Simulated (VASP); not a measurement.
# Co (P6_3/mmc) in VASP: a series of runs

Runs on Co. Level: LDA. Tasks: single point.

Everything below comes from runs of VASP 6.6.1. Logs are shortened: lines on timing, memory, paths and dates and some standing lists are left out, and cuts for length are marked.

### 1 The cell of the first run

It takes space group P6_3/mmc (No. 194, hexagonal). Conventional cell: a = 2.430 Å, b = 2.430 Å, c = 3.953 Å, α = 90.00°, β = 90.00°, γ = 120.00°. Co (site symmetry -6m2) has 12 Co at 2.42 to 2.43 Å within 3.2 Å.

### 2 Single point, LDA, collinear spin, ferromagnetic start (10.11 Å³/atom)

Contents of INCAR:

```
SYSTEM = Co
ALGO = Normal
EDIFF = 1E-6
ENCUT = 520
ISIF = 2
ISMEAR = -1
ISPIN = 2
LASPH = .True.
LCHARG = .False.
LMAXMIX = 4
LORBIT = 11
LREAL = .False.
LWAVE = .False.
MAGMOM = 2 2
NBANDS = 20
NELM = 150
PREC = Accurate
SIGMA = 0.03
```

Contents of KPOINTS:

```
k-points
0
Gamma
  17 17 9
  0 0 0
```

Contents of POSCAR:

```
Co
1.0
    2.4300935040      0.0000000000      0.0000000000
   -1.2150467520      2.1045227081      0.0000000000
    0.0000000000      0.0000000000      3.9529759265
Co
2
Direct
    0.3333333333      0.6666666667      0.2500000000
    0.6666666667      0.3333333333      0.7500000000
```

Potentials or basis: VASP PAW LDA potentials, release 64 (Co).

The run is started by

```
$ cat potpaw_LDA.64/Co/POTCAR > POTCAR
$ mpirun -np 1 vasp_std > vasp.out
```

OUTCAR:

```text
SYSTEM = Co
   EDIFF = 1E-6
   ENCUT = 520
   ISIF = 2
   ISMEAR = -1
   ISPIN = 2
   LASPH = .True.
   LORBIT = 11
   LREAL = .False.
   NELM = 150
   PREC = Accurate

 ion  position               nearest neighbor table
   1  0.333  0.667  0.250-   2 2.42   2 2.42   2 2.42   2 2.42   2 2.42   2 2.42
   2  0.667  0.333  0.750-   1 2.42   1 2.42   1 2.42   1 2.42   1 2.42   1 2.42

  LATTYP: Found a hexagonal cell.
 ALAT       =     2.4300935040
 C/A-ratio  =     1.6266764715

  Lattice vectors:

 A1 = (   2.4300935040,   0.0000000000,   0.0000000000)
 A2 = (  -1.2150467520,   2.1045227081,   0.0000000000)
 A3 = (   0.0000000000,   0.0000000000,   3.9529759265)

Analysis of symmetry for initial positions (statically):
=====================================================================
 Subroutine PRICEL returns:
 Original cell was already a primitive cell.

 Routine SETGRP: Setting up the symmetry group for a
 hexagonal supercell.

 Subroutine GETGRP returns: Found 24 space group operations
 (whereof 12 operations were pure point group operations)
 out of a pool of 24 trial point group operations.

The static configuration has the point symmetry D_3d.
 The point group associated with its full space group is D_6h.

Analysis of symmetry for dynamics (positions and initial velocities):
=====================================================================
 Subroutine PRICEL returns:
 Original cell was already a primitive cell.

 Routine SETGRP: Setting up the symmetry group for a
 hexagonal supercell.

 Subroutine GETGRP returns: Found 24 space group operations
 (whereof 12 operations were pure point group operations)
 out of a pool of 24 trial point group operations.

The dynamic configuration has the point symmetry D_3d.
 The point group associated with its full space group is D_6h.

Analysis of structural, dynamic, and magnetic symmetry:
=====================================================================
 Subroutine PRICEL returns:
 Original cell was already a primitive cell.

 Routine SETGRP: Setting up the symmetry group for a
 hexagonal supercell.

 Subroutine GETGRP returns: Found 24 space group operations
 (whereof 12 operations were pure point group operations)
 out of a pool of 24 trial point group operations.

The overall configuration has the point symmetry D_3d.
 The point group associated with its full space group is D_6h.

 Subroutine INISYM returns: Found 24 space group operations
 (whereof 12 operations are pure point group operations),
 and found     1 'primitive' translations

----------------------------------------------------------------------------------------

                                     Primitive cell

  volume of cell :      20.2163

  direct lattice vectors                    reciprocal lattice vectors
     2.430093504  0.000000000  0.000000000     0.411506799  0.237583561  0.000000000
    -1.215046752  2.104522708  0.000000000     0.000000000  0.475167123  0.000000000
     0.000000000  0.000000000  3.952975927     0.000000000  0.000000000  0.252973967

  length of vectors
     2.430093504  2.430093504  3.952975927     0.475167123  0.475167123  0.252973967

  position of ions in fractional coordinates (direct lattice)
     0.333333333  0.666666667  0.250000000
     0.666666667  0.333333333  0.750000000

  ion indices of the primitive-cell ions
   primitive index   ion index
                 1           1
                 2           2

----------------------------------------------------------------------------------------

 KPOINTS: k-points

Automatic generation of k-mesh.
 Grid dimensions read from file:
 generate k-points for:   17   17    9

 Generating k-lattice:

  Cartesian coordinates                     Fractional coordinates (reciprocal lattice)
     0.024206282  0.013975504  0.000000000     0.058823529  0.000000000  0.000000000
     0.000000000  0.027951007  0.000000000     0.000000000  0.058823529  0.000000000
     0.000000000  0.000000000  0.028108219     0.000000000  0.000000000  0.111111111

  Length of vectors
     0.027951007  0.027951007  0.028108219

  Shift w.r.t. Gamma in fractional coordinates (k-lattice)
     0.000000000  0.000000000  0.000000000

 Subroutine IBZKPT returns following result:
 ===========================================

 Found    165 irreducible k-points:

 Following reciprocal coordinates:
            Coordinates               Weight
  0.000000  0.000000  0.000000      1.000000
  0.058824 -0.000000  0.000000      6.000000
  0.117647 -0.000000  0.000000      6.000000
  0.176471 -0.000000  0.000000      6.000000
  0.235294 -0.000000  0.000000      6.000000
  0.294118 -0.000000  0.000000      6.000000
[... 16 lines left out ...]
  0.411765  0.117647  0.000000     12.000000
  0.176471  0.176471  0.000000      6.000000
 [... further k-points ...]
   k-points           NKPTS =    165   k-points in BZ     NKDIM =    165   number of bands    NBANDS=     20
   number of dos      NEDOS =    301   number of ions     NIONS =      2
   total plane-waves  NPLWV =   9720
   dimension x,y,z NGX =    18 NGY =   18 NGZ =   30
   dimension x,y,z NGXF=    36 NGYF=   36 NGZF=   60
   ions per type =               2
   NGX,Y,Z   is equivalent  to a cutoff of  12.31, 12.31, 12.62 a.u.
   NGXF,Y,Z  is equivalent  to a cutoff of  24.63, 24.63, 25.23 a.u.
 SYSTEM =  Co
   PREC   = accura    normal or accurate (medium, high low for compatibility)
   ISTART =      0    job   : 0-new  1-cont  2-samecut
   ICHARG =      2    charge: 1-file 2-atom 10-const
   ISPIN  =      2    spin polarized calculation?
   LNONCOLLINEAR =      F non collinear calculations
   LSORBIT =      F    spin-orbit coupling
   LASPH  =      T    aspherical Exc in radial PAW
   ENCUT  =  520.0 eV  38.22 Ry    6.18 a.u.   4.52  4.52  7.35*2*pi/ulx,y,z
   NELM   =    150;   NELMIN=  2; NELMDL= -5     # of ELM steps
   EDIFF  = 0.1E-05   stopping-criterion for ELM
   LREAL  =      F    real-space projection
   EDIFFG = 0.1E-04   stopping-criterion for IOM
   NSW    =      0    number of steps for IOM
   IBRION =     -1    ionic relax: 0-MD 1-quasi-New 2-CG
   NFREE  =      0    steps in history (QN), initial steepest desc. (CG)
   ISIF   =      2    stress and relaxation
   ISYM   =      2    0-nonsym 1-usesym 2-fastsym
   POTIM  = 0.5000    time-step for ionic-motion
   TEBEG  =    0.0;   TEEND  =   0.0 temperature during run
   PSTRESS=    0.0 pullay stress
   NELECT =      18.0000    total number of electrons
   NUPDOWN=      -1.0000    fix difference up-down
   EMIN   =  10.00;   EMAX   =-10.00  energy-range for DOS
   EFERMI =   0.00;   METHOD = LEGACY
   ISMEAR =    -1;   SIGMA  =   0.03  broadening in eV -4-tet -1-fermi 0-gaus
   EFERMI_NEDOS =   21; number of points for ismear=-14 and -15
   IALGO  =     38    algorithm
   IMIX   =      4    mixing-type and parameters
     AMIX     =   0.40;   BMIX     =  1.00
     AMIX_MAG =   1.60;   BMIX_MAG =  1.00
  volume/ion in A,a.u.               =      10.11        68.21
  Fermi-wavevector in a.u.,A,eV,Ry     =   1.574945  2.976215 33.748598  2.480452
  Thomas-Fermi vector in A             =   2.676003
   LORBIT       =     11    0 simple, 1 ext, 2 COOP (PROOUT), +10 PAW based schemes
   GGA     = CA    functional components
   LHFCALC =     F    Hartree Fock is set to
   AEXX    =    0.0000 exact exchange contribution
   IVDW    =     0    specifies the selected vdW correction
   LEPSILON=     F    determine dielectric tensor
   LRPA    =     F    only Hartree local field effects (RPA)
 spin polarized calculation
  energy-cutoff  :      520.00
  volume of cell :       20.22
 maximum number of plane-waves:       567
 NGX is ok and might be reduce to    18
   NGX =  9   NGY =  9   NGZ = 15

 number of electron      17.9999981 magnetization       2.9766699

 Free energy of the ion-electron system (eV)
  ---------------------------------------------------
  ext. energy  EPLUGINS =         0.00000000
  ---------------------------------------------------
  free energy    TOTEN  =       -16.24897388 eV

  energy without entropy =      -16.24340182  energy(sigma->0) =      -16.24618785

 E-fermi :  10.9382     XC(G=0): -14.1583

 val. band max:       10.9333595418   @ k =   0.0588   0.0588   0.2222
 cond. band min:      10.9444184846   @ k =   0.1765   0.0588   0.4444
 fundamental gap:      0.0110589428
 Fermi energy:        10.9382154704

 spin component 1

 k-point     1 :       0.0000    0.0000    0.0000
  band No.  band energies     occupation
      1       1.6307      1.00000
      2       5.5522      1.00000
      3       8.3568      1.00000
      4       8.4195      1.00000
      5       8.4195      1.00000
      6       8.7699      1.00000
[... 12 lines left out ...]
     19      38.2052      0.00000
     20      38.2052      0.00000
[... 507 lines left out ...]
 k-point    24 :       0.1765    0.1765    0.0000
  band No.  band energies     occupation
      1       4.6601      1.00000
      2       6.7964      1.00000
      3       7.0162      1.00000
      4       7.1940      1.00000
      5       8.2670      1.00000
      6       8.4710      1.00000
[... 12 lines left out ...]
     19      34.4189      0.00000
     20      40.1613      0.00000

 [... further k-points ...]

 spin component 2

 k-point     1 :       0.0000    0.0000    0.0000
  band No.  band energies     occupation
      1       1.8141      1.00000
      2       6.4101      1.00000
      3       9.7239      1.00000
      4       9.7820      1.00000
      5       9.7820      1.00000
      6      10.1758      1.00000
[... 12 lines left out ...]
     19      38.6291      0.00000
     20      38.6291      0.00000
[... 507 lines left out ...]
 k-point    24 :       0.1765    0.1765    0.0000
  band No.  band energies     occupation
      1       4.9180      1.00000
      2       7.8415      1.00000
      3       8.0302      1.00000
      4       8.3442      1.00000
      5       9.6079      1.00000
      6       9.7615      1.00000
[... 12 lines left out ...]
     19      34.8130      0.00000
     20      40.5272      0.00000

 [... further k-points ...]

------------------------ aborting loop because EDIFF is reached ----------------------------------------

  FORCE on cell =-STRESS in cart. coord.  units (eV):
  Direction    XX          YY          ZZ          XY          YZ          ZX
  --------------------------------------------------------------------------------------
  -------------------------------------------------------------------------------------
  Total       -0.3735171     -0.3735171     -0.7297502     -0.0000000     -0.0000000      0.0000000
  in kB      -29.6019521    -29.6019521    -57.8341040     -0.0000000     -0.0000000      0.0000000
  external PRESSURE =     -39.0126694 kB  Pullay stress =       0.0000000 kB

 VOLUME and BASIS-vectors are now :
 -----------------------------------------------------------------------------
  energy-cutoff  :      520.00
  volume of cell :       20.22
      direct lattice vectors                 reciprocal lattice vectors
     2.430093504  0.000000000  0.000000000     0.411506799  0.237583561  0.000000000
    -1.215046752  2.104522708  0.000000000     0.000000000  0.475167123  0.000000000
     0.000000000  0.000000000  3.952975927     0.000000000  0.000000000  0.252973967

 POSITION                                       TOTAL-FORCE (eV/Angst)
 -----------------------------------------------------------------------------------
     -0.00000      1.40302      0.98824        -0.000000      0.000000      0.000000
      1.21505      0.70151      2.96473         0.000000     -0.000000      0.000000
 -----------------------------------------------------------------------------------
    total drift:                                0.000000      0.000000     -0.000000

  FREE ENERGIE OF THE ION-ELECTRON SYSTEM (eV)
  ---------------------------------------------------
  free  energy   TOTEN  =       -16.2489738798 eV

  energy  without entropy=      -16.2434018179  energy(sigma->0) =      -16.24618785

 total charge

# of ion       s       p       d       tot
------------------------------------------
    1        0.518   0.579   7.331   8.429
    2        0.518   0.579   7.331   8.429
--------------------------------------------------
tot          1.037   1.159  14.662  16.857

 magnetization (x)

# of ion       s       p       d       tot
------------------------------------------
    1       -0.013  -0.039   1.535   1.483
    2       -0.013  -0.039   1.535   1.483
--------------------------------------------------
tot         -0.027  -0.077   3.070   2.966
```

It took 3.6 min on 1 thread of Intel Xeon 8259CL, shared host; peak memory 0.2 GiB.

Results:

| Item | Value |
| --- | --- |
| Free energy | -16.2490 eV |
| Pressure | -3.9 GPa |
| Net moment | 2.98 μB per cell |
| Site moments | Co +1.48 μB |
| Valence electrons inside the program's atomic spheres | Co 8.43 |

Stress tensor (GPa, compression positive):
```
-2.96  0.00  0.00
 0.00 -2.96  0.00
 0.00  0.00 -5.78
```

Levels at points of the mesh, in eV from the Fermi level:
Spin up:
```csv
k point,band 6,band 7,band 8,band 9,band 10,band 11,band 12,band 13,band 14,band 15
"(0.00, 0.00, 0.00)",-2.17,-2.17,-1.74,-1.74,-0.51,-0.51,-0.16,7.03,22.67,25.93
```
Spin down:
```
           k point  band 5  band 6  band 7  band 8  band 9  band 10
(0.00, 0.00, 0.00)   -1.16   -0.76   -0.76   -0.27   -0.27     0.01
```

Caveat: the cell stands under tension.

### 3 Single point, LDA, collinear spin, ferromagnetic start (10.37 Å³/atom)

This run uses another cell than the first one, of 10.37 Å³/atom.

Contents of INCAR:

```
SYSTEM = Co
PREC = Accurate
ENCUT = 520
EDIFF = 1E-6
ISMEAR = -1
SIGMA = 0.03
LREAL = .False.
LASPH = .True.
NELM = 150
ALGO = Normal
ISIF = 2
LWAVE = .False.
LCHARG = .False.
ISPIN = 2
MAGMOM = 2 2
LORBIT = 11
LMAXMIX = 4
NBANDS = 20
```

Contents of KPOINTS:

```
regular mesh
0
Gamma
  17 17 9
  0 0 0
```

Contents of POSCAR:

```
Co
1.0
    2.4512258126      0.0000000000      0.0000000000
   -1.2256129063      2.1228238241      0.0000000000
    0.0000000000      0.0000000000      3.9873513556
Co
2
Direct
    0.3333333333      0.6666666667      0.2500000000
    0.6666666667      0.3333333333      0.7500000000
```

Potentials or basis: VASP PAW LDA potentials, release 64 (Co).

The run is started by

```
$ cat potpaw_LDA.64/Co/POTCAR > POTCAR
$ mpirun -np 1 vasp_std > vasp.out
```

Run time: 3.2 min. Hardware: 1 thread of Intel Xeon 8259CL, shared host; peak memory 0.2 GiB.

It converged, with:

```
Free energy                                           : -16.2258 eV
Pressure                                              : -10.0 GPa
Net moment                                            : 3.03 μB per cell
Site moments                                          : Co +1.51 μB
Valence electrons inside the program's atomic spheres : Co 8.37
```

Stress tensor (GPa, compression positive):
```
 -9.17   0.00   0.00
  0.00  -9.17   0.00
  0.00   0.00 -11.63
```

Levels at points of the mesh, in eV from the Fermi level:
Spin up:
```csv
k point,band 9,band 10,band 11,band 12,band 13,band 14
"(0.00, 0.00, 0.00)",-1.73,-0.56,-0.56,-0.14,6.78,22.45
```
Spin down:
```csv
k point,band 5,band 6,band 7,band 8,band 9,band 10
"(0.00, 0.00, 0.00)",-1.09,-0.72,-0.72,-0.24,-0.24,0.02
```

Caveat: the cell stands under tension.
